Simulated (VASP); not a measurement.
# Os (R-3m) in VASP: a series of runs

The runs below take Os through single point, relaxation of cell and atoms, with r2SCAN.

All numbers are computed with VASP 6.6.1; they aren't measurements. Logs are shortened: lines on timing, memory, paths and dates and some standing lists are left out, and cuts for length are marked.

### 1 The cell of the first run

Symmetry: R-3m, No. 166, trigonal system. Conventional cell: a = 3.825 Å, b = 3.825 Å, c = 8.202 Å, α = 90.00°, β = 90.00°, γ = 120.00°. Os (site symmetry 3m) has 6 Os at 2.37 to 2.90 Å within 3.1 Å.

### 2 Single point, r2SCAN

Contents of POSCAR:

```
Os
1.0
    1.9125473806      1.1042097450      2.7339624541
   -1.9125473806      1.1042097450      2.7339624541
    0.0000000000     -2.2084194901      2.7339624541
Os
2
Direct
    0.2183228719      0.2183228719      0.2183228719
    0.7816771281      0.7816771281      0.7816771281
```

Contents of INCAR.step1:

```
PREC = Accurate ; ENCUT = 520
ISMEAR = 0 ; SIGMA = 0.1
LREAL = F ; LASPH = T
NELM = 100 ; NBANDS = 15
GGA = PE ; ALGO = Normal
EDIFF = 1E-4 ; LWAVE = T
LCHARG = F
```

Contents of INCAR.step2:

```
PREC = Accurate ; ENCUT = 520
EDIFF = 1E-7 ; ISMEAR = 0
SIGMA = 0.1 ; LREAL = F
LASPH = T ; NELM = 100
ALGO = Normal ; ISIF = 2
LWAVE = F ; LCHARG = F
METAGGA = R2SCAN ; LMIXTAU = T
NBANDS = 15 ; ISTART = 1
```

Contents of KPOINTS:

```
regular mesh
0
Gamma
  6 6 6
```

Potentials or basis: VASP PAW PBE potentials, release 64 (Os).

Started as:

```sh
$ cat potpaw_PBE.64/Os/POTCAR > POTCAR
$ cp INCAR.step1 INCAR
$ mpirun -np 1 vasp_std > vasp.out
$ cp INCAR.step2 INCAR
$ mpirun -np 1 vasp_std > vasp.out
```

OUTCAR:

```text
PREC = Accurate
   ENCUT = 520
   EDIFF = 1E-7
   ISMEAR = 0
   LREAL = F
   LASPH = T
   NELM = 100
   ISIF = 2
   METAGGA = R2SCAN
   ISTART = 1

 ion  position               nearest neighbor table
   1  0.218  0.218  0.218-   2 2.37   2 2.37   2 2.37   2 2.90   2 2.90   2 2.90
   2  0.782  0.782  0.782-   1 2.37   1 2.37   1 2.37   1 2.90   1 2.90   1 2.90

  LATTYP: Found a trigonal (rhomboedric) cell.
 ALAT       =     3.5144938959
 COS(alpha) =     0.4077176172

  Lattice vectors:

 A1 = (   1.9125473806,   1.1042097450,   2.7339624541)
 A2 = (  -1.9125473806,   1.1042097450,   2.7339624541)
 A3 = (   0.0000000000,  -2.2084194901,   2.7339624541)

Analysis of symmetry for initial positions (statically):
=====================================================================
 Subroutine PRICEL returns:
 Original cell was already a primitive cell.

 Routine SETGRP: Setting up the symmetry group for a
 trigonal (rhombohedral) supercell.

 Subroutine GETGRP returns: Found 12 space group operations
 (whereof 12 operations were pure point group operations)
 out of a pool of 12 trial point group operations.

The static configuration has the point symmetry D_3d.

Analysis of symmetry for dynamics (positions and initial velocities):
=====================================================================
 Subroutine PRICEL returns:
 Original cell was already a primitive cell.

 Routine SETGRP: Setting up the symmetry group for a
 trigonal (rhombohedral) supercell.

 Subroutine GETGRP returns: Found 12 space group operations
 (whereof 12 operations were pure point group operations)
 out of a pool of 12 trial point group operations.

The dynamic configuration has the point symmetry D_3d.

 Subroutine INISYM returns: Found 12 space group operations
 (whereof 12 operations are pure point group operations),
 and found     1 'primitive' translations

----------------------------------------------------------------------------------------

                                     Primitive cell

  volume of cell :      34.6424

  direct lattice vectors                    reciprocal lattice vectors
     1.912547381  1.104209745  2.733962454     0.261431432  0.150937507  0.121923157
    -1.912547381  1.104209745  2.733962454    -0.261431432  0.150937507  0.121923157
     0.000000000 -2.208419490  2.733962454     0.000000000 -0.301875015  0.121923157

  length of vectors
[... 87 lines left out ...]
   NFREE  =      0    steps in history (QN), initial steepest desc. (CG)
   ISIF   =      2    stress and relaxation
   ISYM   =      2    0-nonsym 1-usesym 2-fastsym
   POTIM  = 0.5000    time-step for ionic-motion
   TEBEG  =    0.0;   TEEND  =   0.0 temperature during run
   PSTRESS=    0.0 pullay stress
   NELECT =      16.0000    total number of electrons
   NUPDOWN=      -1.0000    fix difference up-down
   EMIN   =  10.00;   EMAX   =-10.00  energy-range for DOS
   EFERMI =   0.00;   METHOD = LEGACY
   ISMEAR =     0;   SIGMA  =   0.10  broadening in eV -4-tet -1-fermi 0-gaus
   EFERMI_NEDOS =   21; number of points for ismear=-14 and -15
   IALGO  =     38    algorithm
   IMIX   =      4    mixing-type and parameters
     AMIX     =   0.40;   BMIX     =  1.00
     AMIX_MAG =   1.60;   BMIX_MAG =  1.00
  volume/ion in A,a.u.               =      17.32       116.89
  Fermi-wavevector in a.u.,A,eV,Ry     =   1.265452  2.391357 21.787940  1.601368
  Thomas-Fermi vector in A             =   2.398704
   LORBIT       =      0    0 simple, 1 ext, 2 COOP (PROOUT), +10 PAW based schemes
   METAGGA = R2SCAN    functional components
   LHFCALC =     F    Hartree Fock is set to
   AEXX    =    0.0000 exact exchange contribution
   IVDW    =     0    specifies the selected vdW correction
   LEPSILON=     F    determine dielectric tensor
   LRPA    =     F    only Hartree local field effects (RPA)
 non-spin polarized calculation
 Gauss-broadening in eV      SIGMA  =   0.10
  energy-cutoff  :      520.00
  volume of cell :       34.64
 maximum number of plane-waves:       944
 NGX is ok and might be reduce to    28
   NGX = 13   NGY = 13   NGZ = 13

 number of electron      16.0000000 magnetization

 Free energy of the ion-electron system (eV)
  ---------------------------------------------------
  ext. energy  EPLUGINS =         0.00000000
  ---------------------------------------------------
  free energy    TOTEN  =      -103.17979453 eV

  energy without entropy =     -103.17517698  energy(sigma->0) =     -103.17748576

 E-fermi :   6.6423     XC(G=0): -13.6617

 val. band max:        6.5868917496   @ k =   0.3333   0.3333   0.0000
 cond. band min:       6.7147123785   @ k =   0.5000   0.5000   0.3333
 fundamental gap:      0.1278206289
 Fermi energy:         6.6422593266

 k-point     1 :       0.0000    0.0000    0.0000
  band No.  band energies     occupation
      1      -2.8709      2.00000
      2       0.9224      2.00000
      3       0.9224      2.00000
      4       1.4305      2.00000
      5       1.4305      2.00000
      6       3.5563      2.00000
      7       5.8618      2.00000
      8       8.2628      0.00000
      9       8.2628      0.00000
     10       9.3521      0.00000
     11       9.3521      0.00000
     12      16.0191      0.00000
     13      17.7203      0.00000
     14      17.7203      0.00000
[... 401 lines left out ...]
      2       0.8744      2.00000
      3       1.4996      2.00000
      4       2.2662      2.00000
      5       3.4718      2.00000
      6       5.2153      2.00000
      7       6.0143      2.00000
      8       6.3519      1.99996
      9       6.4614      1.98947
     10       7.9879      0.00000
     11       9.0516      0.00000
     12      11.5316      0.00000
     13      12.0595      0.00000
     14      13.8727      0.00000
     15      20.3688      0.00000

 [... further k-points ...]
[... 5 lines left out ...]
  --------------------------------------------------------------------------------------
  -------------------------------------------------------------------------------------
  Total       -0.3075235     -0.3075235      0.0053924      0.0000000     -0.0000000      0.0000000
  in kB      -14.2226740    -14.2226740      0.2493919      0.0000000     -0.0000000      0.0000000
  external PRESSURE =      -9.3986520 kB  Pullay stress =       0.0000000 kB

 VOLUME and BASIS-vectors are now :
 -----------------------------------------------------------------------------
  energy-cutoff  :      520.00
  volume of cell :       34.64
      direct lattice vectors                 reciprocal lattice vectors
     1.912547381  1.104209745  2.733962454     0.261431432  0.150937507  0.121923157
    -1.912547381  1.104209745  2.733962454    -0.261431432  0.150937507  0.121923157
     0.000000000 -2.208419490  2.733962454     0.000000000 -0.301875015  0.121923157

 POSITION                                       TOTAL-FORCE (eV/Angst)
 -----------------------------------------------------------------------------------
      0.00000     -0.00000      1.79066         0.000000      0.000000     -0.116065
      0.00000     -0.00000      6.41123         0.000000     -0.000000      0.116065
 -----------------------------------------------------------------------------------
    total drift:                               -0.000000      0.000000      0.000000

  FREE ENERGIE OF THE ION-ELECTRON SYSTEM (eV)
  ---------------------------------------------------
  free  energy   TOTEN  =      -103.1797945311 eV

  energy  without entropy=     -103.1751769823  energy(sigma->0) =     -103.17748576
```

It took 74 s on 1 thread of AMD EPYC 7R43 (Zen 3), shared host; peak memory 0.13 GiB.

What came out:

```
Free energy            : -103.1798 eV
Pressure               : -0.9 GPa
Largest force          : 0.116 eV/Å
Band gap on the k mesh : zero (band 8 reaches 8.26 eV, above the bottom of band 9 at 6.23 eV)
```

Forces on the atoms (eV/Å):
```
Os   0.000  0.000 -0.116
Os   0.000  0.000  0.116
```

Caveat: the PAW data sets were made with another functional, which shifts forces and pressure a little; spin-orbit coupling is left out, which moves the levels of the heavy elements.

### 3 Relaxation of cell and atoms, r2SCAN

This run uses another cell than the first one, of 14.77 Å³/atom, 0.853 times its volume.

Contents of POSCAR:

```
Os
1.0
    1.6627916808      0.9600132245      3.0834478148
   -1.6627916808      0.9600132245      3.0834478148
    0.0000000000     -1.9200264490      3.0834478148
Os
2
Direct
    0.2275400000      0.2275400000      0.2275400000
    0.7724600000      0.7724600000      0.7724600000
```

Contents of INCAR.step1:

```
SYSTEM = Os
PREC = Accurate ; ENCUT = 600
ISMEAR = 0 ; SIGMA = 0.1
LREAL = .FALSE. ; LASPH = .TRUE.
NELM = 100 ; GGA = PE
ALGO = Normal ; EDIFF = 1E-4
LWAVE = .TRUE. ; LCHARG = .FALSE.
```

Contents of INCAR.step2:

```
SYSTEM = Os
PREC = Accurate ; ENCUT = 600
EDIFF = 1E-7 ; ISMEAR = 0
SIGMA = 0.1 ; LREAL = .FALSE.
LASPH = .TRUE. ; NELM = 100
ALGO = Normal ; ISIF = 3
LWAVE = .FALSE. ; LCHARG = .FALSE.
METAGGA = R2SCAN ; LMIXTAU = .TRUE.
IBRION = 2 ; NSW = 90
EDIFFG = -0.04 ; ISTART = 1
```

Contents of KPOINTS:

```
regular mesh
0
G
  6 6 6
  0 0 0
```

Potentials or basis: VASP PAW PBE potentials, release 64 (Os).

Started as:

```sh
$ cat potpaw_PBE.64/Os/POTCAR > POTCAR
$ cp INCAR.step1 INCAR
$ mpirun -np 1 vasp_std > vasp.out
$ cp INCAR.step2 INCAR
$ mpirun -np 1 vasp_std > vasp.out
```

OUTCAR:

```text
SYSTEM = Os
   PREC = Accurate
   ENCUT = 600
   EDIFF = 1E-7
   ISMEAR = 0
   LREAL = .FALSE.
   LASPH = .TRUE.
   NELM = 100
   ISIF = 3
   METAGGA = R2SCAN
   IBRION = 2
   NSW = 90
   EDIFFG = -0.04
   ISTART = 1

 ion  position               nearest neighbor table
   1  0.228  0.228  0.228-   2 2.23   2 2.23   2 2.23   2 2.74   2 2.74   2 2.74
   2  0.772  0.772  0.772-   1 2.23   1 2.23   1 2.23   1 2.74   1 2.74   1 2.74

  LATTYP: Found a trigonal (rhomboedric) cell.
 ALAT       =     3.6323755301
 COS(alpha) =     0.5808936906

  Lattice vectors:

 A1 = (   1.6627916808,   0.9600132245,   3.0834478148)
 A2 = (  -1.6627916808,   0.9600132245,   3.0834478148)
 A3 = (   0.0000000000,  -1.9200264490,   3.0834478148)

Analysis of symmetry for initial positions (statically):
=====================================================================
 Subroutine PRICEL returns:
 Original cell was already a primitive cell.

 Routine SETGRP: Setting up the symmetry group for a
 trigonal (rhombohedral) supercell.

[... 159 lines left out ...]

 number of electron      16.0000000 magnetization

 Free energy of the ion-electron system (eV)
  ---------------------------------------------------
  ext. energy  EPLUGINS =         0.00000000
  ---------------------------------------------------
  free energy    TOTEN  =      -101.82493969 eV

  energy without entropy =     -101.81306316  energy(sigma->0) =     -101.81900143

------------------------ aborting loop because EDIFF is reached ----------------------------------------

  FORCE on cell =-STRESS in cart. coord.  units (eV):
  Direction    XX          YY          ZZ          XY          YZ          ZX
  --------------------------------------------------------------------------------------
  -------------------------------------------------------------------------------------
  Total       14.7141113     14.7141113      9.8944673      0.0000000      0.0000000      0.0000000
  in kB      798.2551109    798.2551109    536.7846523      0.0000000      0.0000000      0.0000000
  external PRESSURE =     711.0982914 kB  Pullay stress =       0.0000000 kB
[... 827 lines left out ...]
  FREE ENERGIE OF THE ION-ELECTRON SYSTEM (eV)
  ---------------------------------------------------
  free  energy   TOTEN  =      -100.6428186970 eV

  energy  without entropy=     -100.6181728220  energy(sigma->0) =     -100.63049576

[... ionic steps 4 to 11 ...]

--------------------------------------- Ionic step       12  -------------------------------------------

 number of electron      16.0000000 magnetization

------------------------ aborting loop because EDIFF is reached ----------------------------------------
[... 67 lines left out ...]
--------------------------------------- Ionic step       14  -------------------------------------------

 number of electron      16.0000000 magnetization

 Free energy of the ion-electron system (eV)
  ---------------------------------------------------
  ext. energy  EPLUGINS =         0.00000000
  ---------------------------------------------------
  free energy    TOTEN  =      -103.17843589 eV

  energy without entropy =     -103.17383406  energy(sigma->0) =     -103.17613498

 E-fermi :   6.5771     XC(G=0): -13.6400

 val. band max:        6.5085802206   @ k =   0.3333   0.3333  -0.0000
 cond. band min:       6.5970499414   @ k =   0.5000   0.5000   0.3333
 fundamental gap:      0.0884697208
 Fermi energy:         6.5770902355
[... 389 lines left out ...]
  FREE ENERGIE OF THE ION-ELECTRON SYSTEM (eV)
  ---------------------------------------------------
  free  energy   TOTEN  =      -103.1784358914 eV

  energy  without entropy=     -103.1738340642  energy(sigma->0) =     -103.17613498

 reached required accuracy - stopping structural energy minimisation
```

OUTCAR.step1:

```text
SYSTEM = Os
   PREC = Accurate
   ENCUT = 600
   ISMEAR = 0
   LREAL = .FALSE.
   LASPH = .TRUE.
[... 583 lines left out ...]
      0.00000      0.00000      2.10482         0.000000      0.000000      4.174199
      0.00000      0.00000      7.14552         0.000000     -0.000000     -4.174199
 -----------------------------------------------------------------------------------
    total drift:                               -0.000000      0.000000     -0.000000

  FREE ENERGIE OF THE ION-ELECTRON SYSTEM (eV)
  ---------------------------------------------------
  free  energy   TOTEN  =       -18.2036095980 eV

  energy  without entropy=      -18.1911622068  energy(sigma->0) =      -18.19738590
```

Run time: 19 min. Hardware: 1 thread of AMD EPYC 7R43 (Zen 3), shared host; peak memory 0.18 GiB.

Results:

```
Free energy                            : -103.1784 eV
Relaxed volume                         : 17.36 Å³/atom
Relaxed cell                           : a = 3.535 Å, b = 3.535 Å, c = 3.535 Å, α = 65.10°, β = 65.10°, γ = 65.10°
Space group after relaxing (to 0.05 Å) : R-3m (No. 166)
Energy gained by relaxing              : 676.7 meV/atom
Ionic steps                            : 14
Pressure after relaxing                : 0.2 GPa
Largest force after relaxing           : 0.026 eV/Å
Band gap on the k mesh                 : zero (band 8 reaches 8.32 eV, above the bottom of band 9 at 6.14 eV)
```

Forces in eV/Å, atoms in the order of the input:
```
Os   0.000  0.000  0.026
Os   0.000  0.000 -0.026
```

Step by step:
```csv
step,energy change (eV),largest force (eV/Å),pressure (GPa),volume (Å³)
1,0.0000,3.4983,71.11,29.53
2,6.9507,0.9247,-35.25,67.16
3,1.1821,2.4235,-42.55,45.64
4,-0.7661,1.7996,-22.61,37.54
5,-1.0249,0.1297,9.87,33.24
6,-1.0543,0.7147,-1.17,34.37
7,-1.0553,0.6398,0.26,34.21
8,-1.1288,0.4931,-0.06,34.53
9,-1.2255,0.8707,-0.85,34.94
10,-1.3409,0.1917,-5.32,35.52
11,-1.2903,1.1672,10.95,33.59
12,-1.3503,0.2201,-1.43,35.00
13,-1.3533,0.0172,0.53,34.65
14,-1.3535,0.0257,0.17,34.72
```

Final structure:
```cif
data_structure
_symmetry_space_group_name_H-M 'P 1'
_symmetry_Int_Tables_number 1
_cell_length_a 3.5352
_cell_length_b 3.5352
_cell_length_c 3.5352
_cell_angle_alpha 65.097
_cell_angle_beta 65.097
_cell_angle_gamma 65.097
_cell_volume 34.72
loop_
_atom_site_label
_atom_site_type_symbol
_atom_site_fract_x
_atom_site_fract_y
_atom_site_fract_z
_atom_site_occupancy
Os1 Os 0.21829 0.21829 0.21829 1
Os2 Os 0.78171 0.78171 0.78171 1
```

Caveat: the k points lie up to 0.34 Å⁻¹ apart in the final cell; the volume moved by over 15 % at a fixed basis, so the end points are rough; the PAW data sets were made with another functional, which shifts forces and pressure a little; spin-orbit coupling is left out, which moves the levels of the heavy elements.

[end of part 1 of 2]
